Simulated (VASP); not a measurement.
# Ge (P6_3/mmc) in VASP: further runs

The runs below take Ge through electric field gradients, with PBEsol.

Program: VASP 6.6.1. These are calculated values, not measurements. Logs are shortened: lines on timing, memory, paths and dates and some standing lists are left out, and cuts for length are marked.

### Step 1. The cell of the first run

Symmetry: P6_3/mmc, No. 194, hexagonal system. Conventional cell: a = 4.011 Å, b = 4.011 Å, c = 6.621 Å, α = 90.00°, β = 90.00°, γ = 120.00°. Within 3.2 Å of Ge (site symmetry 3m) lie 4 Ge at 2.46 to 2.48 Å.

### Step 2. Electric field gradients, PBEsol (volume scaled by 1.01)

Contents of INCAR:

```
SYSTEM = Ge
PREC = Accurate
ENCUT = 520
EDIFF = 1E-8
ISMEAR = -1
SIGMA = 0.05
LREAL = .False.
LASPH = .True.
NELM = 100
ALGO = Normal
ISIF = 2
LWAVE = .False.
LCHARG = .False.
GGA = PS
LEFG = .True.
NBANDS = 36
```

Contents of KPOINTS:

```
regular mesh
0
Gamma
  11 11 6
  0 0 0
```

Contents of POSCAR:

```
Ge
1.0
    4.0108669568      0.0000000000      0.0000000000
   -2.0054334784      3.4735126758      0.0000000000
    0.0000000000      0.0000000000      6.6213029548
Ge
4
Direct
    0.6666666667      0.3333333333      0.0629012500
    0.3333333333      0.6666666667      0.5629012500
    0.6666666667      0.3333333333      0.4370987500
    0.3333333333      0.6666666667      0.9370987500
```

Potentials or basis: VASP PAW PBE potentials, release 64 (Ge_d).

Started as:

```sh
$ cat potpaw_PBE.64/Ge_d/POTCAR > POTCAR
$ mpirun -np 1 vasp_std > vasp.out
```

OUTCAR:

```text
SYSTEM = Ge
   PREC = Accurate
   ENCUT = 520
   EDIFF = 1E-8
   ISMEAR = -1
   LREAL = .False.
   LASPH = .True.
   NELM = 100
   ISIF = 2
   GGA = PS

 ion  position               nearest neighbor table
   1  0.667  0.333  0.063-   4 2.46   4 2.46   4 2.46   3 2.48
   2  0.333  0.667  0.563-   3 2.46   3 2.46   3 2.46   4 2.48
   3  0.667  0.333  0.437-   2 2.46   2 2.46   2 2.46   1 2.48
   4  0.333  0.667  0.937-   1 2.46   1 2.46   1 2.46   2 2.48

  LATTYP: Found a hexagonal cell.
 ALAT       =     4.0108669568
 C/A-ratio  =     1.6508408347

  Lattice vectors:

 A1 = (   4.0108669568,   0.0000000000,   0.0000000000)
 A2 = (  -2.0054334784,   3.4735126758,   0.0000000000)
 A3 = (   0.0000000000,   0.0000000000,   6.6213029548)

Analysis of symmetry for initial positions (statically):
=====================================================================
 Subroutine PRICEL returns:
 Original cell was already a primitive cell.

 Routine SETGRP: Setting up the symmetry group for a
 hexagonal supercell.

 Subroutine GETGRP returns: Found 24 space group operations
 (whereof 12 operations were pure point group operations)
 out of a pool of 24 trial point group operations.

The static configuration has the point symmetry D_3d.
 The point group associated with its full space group is D_6h.

Analysis of symmetry for dynamics (positions and initial velocities):
=====================================================================
 Subroutine PRICEL returns:
 Original cell was already a primitive cell.

 Routine SETGRP: Setting up the symmetry group for a
 hexagonal supercell.

 Subroutine GETGRP returns: Found 24 space group operations
 (whereof 12 operations were pure point group operations)
 out of a pool of 24 trial point group operations.

The dynamic configuration has the point symmetry D_3d.
 The point group associated with its full space group is D_6h.

 Subroutine INISYM returns: Found 24 space group operations
 (whereof 12 operations are pure point group operations),
 and found     1 'primitive' translations

----------------------------------------------------------------------------------------

                                     Primitive cell

  volume of cell :      92.2467

  direct lattice vectors                    reciprocal lattice vectors
     4.010866957  0.000000000  0.000000000     0.249322655  0.143946502  0.000000000
    -2.005433478  3.473512676  0.000000000     0.000000000  0.287893004  0.000000000
     0.000000000  0.000000000  6.621302955     0.000000000  0.000000000  0.151027676

  length of vectors
     4.010866957  4.010866957  6.621302955     0.287893004  0.287893004  0.151027676

  position of ions in fractional coordinates (direct lattice)
     0.666666667  0.333333333  0.062901250
     0.333333333  0.666666667  0.562901250
     0.666666667  0.333333333  0.437098750
     0.333333333  0.666666667  0.937098750

  ion indices of the primitive-cell ions
   primitive index   ion index
                 1           1
                 2           2
                 3           3
                 4           4

----------------------------------------------------------------------------------------

 KPOINTS: regular mesh

Automatic generation of k-mesh.
 Grid dimensions read from file:
 generate k-points for:   11   11    6

 Generating k-lattice:

  Cartesian coordinates                     Fractional coordinates (reciprocal lattice)
     0.022665696  0.013086046  0.000000000     0.090909091 -0.000000000  0.000000000
     0.000000000  0.026172091  0.000000000     0.000000000  0.090909091  0.000000000
     0.000000000  0.000000000  0.025171279     0.000000000  0.000000000  0.166666667

  Length of vectors
     0.026172091  0.026172091  0.025171279

[... 37 lines left out ...]
   total plane-waves  NPLWV =  45000
   dimension x,y,z NGX =    30 NGY =   30 NGZ =   50
   dimension x,y,z NGXF=    60 NGYF=   60 NGZF=  100
   ions per type =               4
   NGX,Y,Z   is equivalent  to a cutoff of  12.43, 12.43, 12.55 a.u.
   NGXF,Y,Z  is equivalent  to a cutoff of  24.87, 24.87, 25.11 a.u.
 SYSTEM =  Ge
   PREC   = accura    normal or accurate (medium, high low for compatibility)
   ISTART =      0    job   : 0-new  1-cont  2-samecut
   ICHARG =      2    charge: 1-file 2-atom 10-const
   ISPIN  =      1    spin polarized calculation?
   LNONCOLLINEAR =      F non collinear calculations
   LSORBIT =      F    spin-orbit coupling
   LASPH  =      T    aspherical Exc in radial PAW
   ENCUT  =  520.0 eV  38.22 Ry    6.18 a.u.   7.46  7.46 12.31*2*pi/ulx,y,z
   NELM   =    100;   NELMIN=  2; NELMDL= -5     # of ELM steps
   EDIFF  = 0.1E-07   stopping-criterion for ELM
   LREAL  =      F    real-space projection
   EDIFFG = 0.1E-06   stopping-criterion for IOM
   NSW    =      0    number of steps for IOM
   IBRION =     -1    ionic relax: 0-MD 1-quasi-New 2-CG
   NFREE  =      0    steps in history (QN), initial steepest desc. (CG)
   ISIF   =      2    stress and relaxation
   ISYM   =      2    0-nonsym 1-usesym 2-fastsym
   POTIM  = 0.5000    time-step for ionic-motion
   TEBEG  =    0.0;   TEEND  =   0.0 temperature during run
   PSTRESS=    0.0 pullay stress
   NELECT =      56.0000    total number of electrons
   NUPDOWN=      -1.0000    fix difference up-down
   EMIN   =  10.00;   EMAX   =-10.00  energy-range for DOS
   EFERMI =   0.00;   METHOD = LEGACY
   ISMEAR =    -1;   SIGMA  =   0.05  broadening in eV -4-tet -1-fermi 0-gaus
   EFERMI_NEDOS =   21; number of points for ismear=-14 and -15
   IALGO  =     38    algorithm
   IMIX   =      4    mixing-type and parameters
     AMIX     =   0.40;   BMIX     =  1.00
     AMIX_MAG =   1.60;   BMIX_MAG =  1.00
  volume/ion in A,a.u.               =      23.06       155.63
  Fermi-wavevector in a.u.,A,eV,Ry     =   1.386183  2.619506 26.143648  1.921504
  Thomas-Fermi vector in A             =   2.510523
   LORBIT       =      0    0 simple, 1 ext, 2 COOP (PROOUT), +10 PAW based schemes
   GGA     = PS    functional components
   LHFCALC =     F    Hartree Fock is set to
   AEXX    =    0.0000 exact exchange contribution
   IVDW    =     0    specifies the selected vdW correction
   LEPSILON=     F    determine dielectric tensor
   LRPA    =     F    only Hartree local field effects (RPA)
 non-spin polarized calculation
  energy-cutoff  :      520.00
  volume of cell :       92.25
 maximum number of plane-waves:      2539
 NGX is ok and might be reduce to    30
   NGX = 15   NGY = 15   NGZ = 25

 number of electron      56.0000044 magnetization

 Free energy of the ion-electron system (eV)
  ---------------------------------------------------
  ext. energy  EPLUGINS =         0.00000000
  ---------------------------------------------------
  free energy    TOTEN  =       -19.68202275 eV

  energy without entropy =      -19.68080047  energy(sigma->0) =      -19.68141161

 E-fermi :   4.7420     XC(G=0): -10.0358

 val. band max:        4.6772921836   @ k =   0.0000   0.0000   0.1667
 cond. band min:       4.8527303270   @ k =   0.0000   0.0000   0.0000
 fundamental gap:      0.1754381434
 Fermi energy:         4.7419768824

 k-point     1 :       0.0000    0.0000    0.0000
  band No.  band energies     occupation
      1     -20.0928      2.00000
      2     -20.0928      2.00000
      3     -20.0555      2.00000
      4     -20.0555      2.00000
      5     -20.0553      2.00000
      6     -20.0424      2.00000
[... 925 lines left out ...]
     35      10.8349      0.00000
     36      11.4972      0.00000

 [... further k-points ...]

------------------------ aborting loop because EDIFF is reached ----------------------------------------

  FORCE on cell =-STRESS in cart. coord.  units (eV):
  Direction    XX          YY          ZZ          XY          YZ          ZX
  --------------------------------------------------------------------------------------
  -------------------------------------------------------------------------------------
  Total       -0.4283616     -0.4283616     -0.4951895      0.0000000     -0.0000000     -0.0000000
  in kB       -7.4399590     -7.4399590     -8.6006520      0.0000000     -0.0000000     -0.0000000
  external PRESSURE =      -7.8268567 kB  Pullay stress =       0.0000000 kB

 VOLUME and BASIS-vectors are now :
 -----------------------------------------------------------------------------
  energy-cutoff  :      520.00
  volume of cell :       92.25
      direct lattice vectors                 reciprocal lattice vectors
     4.010866957  0.000000000  0.000000000     0.249322655  0.143946502  0.000000000
    -2.005433478  3.473512676  0.000000000     0.000000000  0.287893004  0.000000000
     0.000000000  0.000000000  6.621302955     0.000000000  0.000000000  0.151027676

 POSITION                                       TOTAL-FORCE (eV/Angst)
 -----------------------------------------------------------------------------------
      2.00543      1.15784      0.41649        -0.000000     -0.000000     -0.002728
     -0.00000      2.31568      3.72714         0.000000      0.000000     -0.002728
      2.00543      1.15784      2.89416        -0.000000     -0.000000      0.002728
     -0.00000      2.31568      6.20481         0.000000      0.000000      0.002728
 -----------------------------------------------------------------------------------
    total drift:                                0.000000     -0.000000      0.000000

  FREE ENERGIE OF THE ION-ELECTRON SYSTEM (eV)
  ---------------------------------------------------
  free  energy   TOTEN  =       -19.6820227538 eV

  energy  without entropy=      -19.6808004707  energy(sigma->0) =      -19.68141161

 Electric field gradients (V/A^2)
---------------------------------------------------------------------
 ion       V_xx      V_yy      V_zz      V_xy      V_xz      V_yz
---------------------------------------------------------------------
   1      -3.748    -3.752     7.500    -0.004     0.000    -0.000
   2      -3.748    -3.752     7.500    -0.004    -0.000     0.000
   3      -3.748    -3.752     7.500    -0.004    -0.000     0.000
   4      -3.748    -3.752     7.500    -0.004     0.000    -0.000
---------------------------------------------------------------------

 Electric field gradients after diagonalization (V/A^2)
 (convention: |V_zz| > |V_xx| > |V_yy|)
----------------------------------------------------------------------
 ion       V_xx      V_yy      V_zz     asymmetry (V_yy - V_xx)/ V_zz
----------------------------------------------------------------------
   1      -3.754    -3.745     7.500       0.001
   2      -3.754    -3.745     7.500       0.001
   3      -3.754    -3.745     7.500       0.001
   4      -3.754    -3.745     7.500       0.001
----------------------------------------------------------------------

           NMR quadrupolar parameters

 Cq : quadrupolar parameter    Cq=e*Q*V_zz/h
 eta: asymmetry parameters     (V_yy - V_xx)/ V_zz
 Q  : nuclear electric quadrupole moment in mb (millibarn)
----------------------------------------------------------------------
 ion       Cq(MHz)       eta       Q (mb)
----------------------------------------------------------------------
   1       0.018       0.001       1.000
   2       0.018       0.001       1.000
   3       0.018       0.001       1.000
   4       0.018       0.001       1.000
----------------------------------------------------------------------
```

Wall time 1.9 min (1 thread of AMD EPYC 9R45 (Zen 5), shared host); peak memory 0.26 GiB.

Results:

```
Free energy            : -19.6820 eV
Pressure               : -0.8 GPa
Band gap on the k mesh : zero (filled and empty bands touch)
```

Forces in eV/Å, atoms in the order of the input:
```
Ge   0.000  0.000 -0.003
Ge   0.000  0.000 -0.003
Ge   0.000  0.000  0.003
Ge   0.000  0.000  0.003
```

Electric field gradients, principal values (V/Å²):
```csv
atom,least,middle,greatest (by size)
1 Ge,-3.745,-3.754,7.500
2 Ge,-3.745,-3.754,7.500
3 Ge,-3.745,-3.754,7.500
4 Ge,-3.745,-3.754,7.500
```

Caveat: without QUAD_EFG the Cq values of the log hold for a quadrupole moment of 1 mb, not for the nuclei; the PAW data sets were made with another functional, which shifts forces and pressure a little.

[end of part 1 of 3]
